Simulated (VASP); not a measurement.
# CuAu3 (Pm-3m) in VASP: further runs, part 2 of 3

VASP 6.6.1. Earlier steps stand in the parts before.

**4. Electric field gradients, LDA (16.08 Å³/atom)**

This run uses another cell than the first one, of 16.08 Å³/atom.

INCAR reads:

```
SYSTEM = CuAu3
  PREC = Accurate
  ENCUT = 520
  EDIFF = 1E-8
  ISMEAR = -1
  SIGMA = 0.05
  LREAL = .False.
  LASPH = .True.
  NELM = 80
  ALGO = Normal
  ISIF = 2
  LWAVE = .False.
  LCHARG = .False.
  GGA = CA
  LEFG = .True.
  NBANDS = 30
```

KPOINTS reads:

```
Automatic mesh
0
Gamma
  9 9 9
  0 0 0
```

POSCAR reads:

```
CuAu3
1.0
    4.0063583840      0.0000000000      0.0000000000
    0.0000000000      4.0063583840      0.0000000000
    0.0000000000      0.0000000000      4.0063583840
Cu Au
1 3
Direct
    0.0000000000      0.0000000000      0.0000000000
    0.0000000000      0.5000000000      0.5000000000
    0.5000000000      0.0000000000      0.5000000000
    0.5000000000      0.5000000000      0.0000000000
```

Potentials or basis: VASP PAW LDA potentials, release 64 (Cu, Au).

Launch:

```bash
cat potpaw_LDA.64/Cu/POTCAR potpaw_LDA.64/Au/POTCAR > POTCAR
mpirun -np 1 vasp_std > vasp.out
```

OUTCAR:

```text
SYSTEM = CuAu3
   PREC = Accurate
   ENCUT = 520
   EDIFF = 1E-8
   ISMEAR = -1
   LREAL = .False.
   LASPH = .True.
   NELM = 80
   ISIF = 2
   GGA = CA

 ion  position               nearest neighbor table
   1  0.000  0.000  0.000-   2 2.83   3 2.83   4 2.83   2 2.83   3 2.83   2 2.83   4 2.83   2 2.83
                             3 2.83   4 2.83   3 2.83   4 2.83
   2  0.000  0.500  0.500-   1 2.83   3 2.83   4 2.83   1 2.83   4 2.83   1 2.83   3 2.83   1 2.83
                             3 2.83   4 2.83   4 2.83   3 2.83
   3  0.500  0.000  0.500-   1 2.83   2 2.83   4 2.83   1 2.83   4 2.83   2 2.83   4 2.83   4 2.83
                             1 2.83   2 2.83   1 2.83   2 2.83
   4  0.500  0.500  0.000-   1 2.83   2 2.83   3 2.83   2 2.83   3 2.83   1 2.83   3 2.83   3 2.83
                             1 2.83   2 2.83   2 2.83   1 2.83

  LATTYP: Found a simple cubic cell.
 ALAT       =     4.0063583840

  Lattice vectors:

 A1 = (   4.0063583840,   0.0000000000,   0.0000000000)
 A2 = (   0.0000000000,   4.0063583840,   0.0000000000)
 A3 = (   0.0000000000,   0.0000000000,   4.0063583840)

Analysis of symmetry for initial positions (statically):
=====================================================================
 Subroutine PRICEL returns:
 Original cell was already a primitive cell.

 Routine SETGRP: Setting up the symmetry group for a
 simple cubic supercell.

 Subroutine GETGRP returns: Found 48 space group operations
 (whereof 48 operations were pure point group operations)
 out of a pool of 48 trial point group operations.

The static configuration has the point symmetry O_h .

Analysis of symmetry for dynamics (positions and initial velocities):
=====================================================================
 Subroutine PRICEL returns:
 Original cell was already a primitive cell.

 Routine SETGRP: Setting up the symmetry group for a
 simple cubic supercell.

 Subroutine GETGRP returns: Found 48 space group operations
 (whereof 48 operations were pure point group operations)
 out of a pool of 48 trial point group operations.

The dynamic configuration has the point symmetry O_h .

 Subroutine INISYM returns: Found 48 space group operations
 (whereof 48 operations are pure point group operations),
 and found     1 'primitive' translations

----------------------------------------------------------------------------------------

                                     Primitive cell

  volume of cell :      64.3057

  direct lattice vectors                    reciprocal lattice vectors
     4.006358384  0.000000000  0.000000000     0.249603232  0.000000000  0.000000000
     0.000000000  4.006358384  0.000000000     0.000000000  0.249603232  0.000000000
     0.000000000  0.000000000  4.006358384     0.000000000  0.000000000  0.249603232

  length of vectors
     4.006358384  4.006358384  4.006358384     0.249603232  0.249603232  0.249603232

  position of ions in fractional coordinates (direct lattice)
     0.000000000  0.000000000  0.000000000
     0.000000000  0.500000000  0.500000000
     0.500000000  0.000000000  0.500000000
[... 96 lines left out ...]
   EFERMI_NEDOS =   21; number of points for ismear=-14 and -15
   IALGO  =     38    algorithm
   IMIX   =      4    mixing-type and parameters
     AMIX     =   0.40;   BMIX     =  1.00
     AMIX_MAG =   1.60;   BMIX_MAG =  1.00
  volume/ion in A,a.u.               =      16.08       108.49
  Fermi-wavevector in a.u.,A,eV,Ry     =   1.442589  2.726098 28.314578  2.081063
  Thomas-Fermi vector in A             =   2.561092
   LORBIT       =      0    0 simple, 1 ext, 2 COOP (PROOUT), +10 PAW based schemes
   GGA     = CA    functional components
   LHFCALC =     F    Hartree Fock is set to
   AEXX    =    0.0000 exact exchange contribution
   IVDW    =     0    specifies the selected vdW correction
   LEPSILON=     F    determine dielectric tensor
   LRPA    =     F    only Hartree local field effects (RPA)
 non-spin polarized calculation
  energy-cutoff  :      520.00
  volume of cell :       64.31
 maximum number of plane-waves:      1755
 NGX is ok and might be reduce to    30
   NGX = 15   NGY = 15   NGZ = 15

 number of electron      44.0000029 magnetization

 Free energy of the ion-electron system (eV)
  ---------------------------------------------------
  ext. energy  EPLUGINS =         0.00000000
  ---------------------------------------------------
  free energy    TOTEN  =       -18.06341185 eV

  energy without entropy =      -18.05547079  energy(sigma->0) =      -18.05944132

 E-fermi :   8.6920     XC(G=0): -12.8731

 val. band max:        8.6300963901   @ k =   0.4444   0.4444   0.0000
 cond. band min:       8.7450472887   @ k =   0.3333   0.3333   0.2222
 fundamental gap:      0.1149508986
 Fermi energy:         8.6919655389

 k-point     1 :       0.0000    0.0000    0.0000
  band No.  band energies     occupation
      1      -1.0725      2.00000
      2       1.3732      2.00000
      3       2.1643      2.00000
      4       2.1643      2.00000
      5       2.1643      2.00000
      6       2.2849      2.00000
[... 781 lines left out ...]
     29      18.4906      0.00000
     30      19.3983      0.00000

 [... further k-points ...]

------------------------ aborting loop because EDIFF is reached ----------------------------------------

  FORCE on cell =-STRESS in cart. coord.  units (eV):
  Direction    XX          YY          ZZ          XY          YZ          ZX
  --------------------------------------------------------------------------------------
  -------------------------------------------------------------------------------------
  Total       -3.2672374     -3.2672374     -3.2672374     -0.0000000     -0.0000000      0.0000000
  in kB      -81.4032770    -81.4032770    -81.4032770     -0.0000000     -0.0000000      0.0000000
  external PRESSURE =     -81.4032770 kB  Pullay stress =       0.0000000 kB

 VOLUME and BASIS-vectors are now :
 -----------------------------------------------------------------------------
  energy-cutoff  :      520.00
  volume of cell :       64.31
      direct lattice vectors                 reciprocal lattice vectors
     4.006358384  0.000000000  0.000000000     0.249603232  0.000000000  0.000000000
     0.000000000  4.006358384  0.000000000     0.000000000  0.249603232  0.000000000
     0.000000000  0.000000000  4.006358384     0.000000000  0.000000000  0.249603232

 POSITION                                       TOTAL-FORCE (eV/Angst)
 -----------------------------------------------------------------------------------
      0.00000      0.00000      0.00000         0.000000      0.000000      0.000000
      0.00000      2.00318      2.00318         0.000000      0.000000      0.000000
      2.00318      0.00000      2.00318         0.000000      0.000000      0.000000
      2.00318      2.00318      0.00000         0.000000      0.000000      0.000000
 -----------------------------------------------------------------------------------
    total drift:                                0.000000      0.000000     -0.000000

  FREE ENERGIE OF THE ION-ELECTRON SYSTEM (eV)
  ---------------------------------------------------
  free  energy   TOTEN  =       -18.0634118497 eV

  energy  without entropy=      -18.0554707887  energy(sigma->0) =      -18.05944132

 Electric field gradients (V/A^2)
---------------------------------------------------------------------
 ion       V_xx      V_yy      V_zz      V_xy      V_xz      V_yz
---------------------------------------------------------------------
   1       0.000     0.000     0.000     0.000    -0.000     0.000
   2     -71.947    35.974    35.974     0.000    -0.000    -0.000
   3      35.974   -71.947    35.974     0.000    -0.000    -0.000
   4      35.974    35.974   -71.947    -0.000    -0.000     0.000
---------------------------------------------------------------------

 Electric field gradients after diagonalization (V/A^2)
 (convention: |V_zz| > |V_xx| > |V_yy|)
----------------------------------------------------------------------
 ion       V_xx      V_yy      V_zz     asymmetry (V_yy - V_xx)/ V_zz
----------------------------------------------------------------------
   1       0.000     0.000     0.000      -0.096
   2      35.974    35.974   -71.947       0.000
   3      35.974    35.974   -71.947       0.000
   4      35.974    35.974   -71.947       0.000
----------------------------------------------------------------------

           NMR quadrupolar parameters

 Cq : quadrupolar parameter    Cq=e*Q*V_zz/h
 eta: asymmetry parameters     (V_yy - V_xx)/ V_zz
 Q  : nuclear electric quadrupole moment in mb (millibarn)
----------------------------------------------------------------------
 ion       Cq(MHz)       eta       Q (mb)
----------------------------------------------------------------------
   1       0.000      -0.096       1.000
   2      -0.174       0.000       1.000
   3      -0.174       0.000       1.000
   4      -0.174       0.000       1.000
----------------------------------------------------------------------
```

stdout:

```text
POSCAR found type information on POSCAR CuAu
 POSCAR found :  2 types and       4 ions
 scaLAPACK will be used
 LDA part: xc-table for (Slater(with rela. corr.)+CA(PZ))
 , standard interpolation
 POSCAR, INCAR and KPOINTS ok, starting setup
 FFT: planning ... GRIDC
 FFT: planning ... GRID_SOFT
 FFT: planning ... GRID
 WAVECAR not read
 entering main loop
ion   1

ion   2

ion   3

ion   4
```

It took 39 s on 1 thread of AMD EPYC 9R45 (Zen 5), shared host; peak memory 0.16 GiB.

What came out:

| Item | Value |
| --- | --- |
| Free energy | -18.0634 eV |
| Pressure | -8.1 GPa |
| Band gap on the k mesh | zero (bands 22 and 23 overlap by 1.55 eV) |
| Largest electric field gradient by atom | Cu +0.0; Au -71.9 V/Å² |

Electric field gradients, principal values (V/Å²):
| atom | least | middle | greatest (by size) |
| --- | --- | --- | --- |
| 1 Cu | 0.000 | 0.000 | 0.000 |
| 2 Au | 35.974 | 35.974 | -71.947 |
| 3 Au | 35.974 | 35.974 | -71.947 |
| 4 Au | 35.974 | 35.974 | -71.947 |

Caveat: the cell stands under tension; without QUAD_EFG the Cq values of the log hold for a quadrupole moment of 1 mb, not for the nuclei; spin-orbit coupling is left out, which moves the levels of the heavy elements.

(Continued in part 3 of 3.)
